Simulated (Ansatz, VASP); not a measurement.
# One calculation of Rh, two programs

```
Rh
1.0
     0.00000    1.87303    1.93007
     1.87303    0.00000    1.93007
     1.87303    1.87303    0.00000
Rh
1
Direct
  0.00000 0.00000 0.00000
```

Change from the starting cell: strain -0.015 along x and y, +0.015 along z, atoms carried along.

Alike in both runs: task single point; functional r2SCAN; k mesh 22 × 22 × 22; occupations gaussian, width 0.15 eV; no spin polarisation.

```csv
,VASP,Ansatz
version,VASP 6.6.1,Ansatz 0.2.0
potentials or method,"VASP PAW PBE potentials, release 64 (Rh_pv), cutoff 520 eV","scalar-relativistic, plane waves, PAW"
valence electrons in the cell,15,17
```

```csv
,VASP,Ansatz,Ansatz less VASP
gap on the k mesh at the Fermi level (eV),none,none,-
pressure (GPa),5.2,4.0,-1.29
"traceless stress, the component that is largest in VASP (GPa)",-5.23,-5.20,+0.030
```

VASP's potentials were made for PBE, not for r2SCAN. A gap of «none» marks a metal or a gap that the smearing closes. VASP's potentials hold 15 valence electrons a cell and Ansatz's 17, so a difference there can come from the potentials and not from the codes.
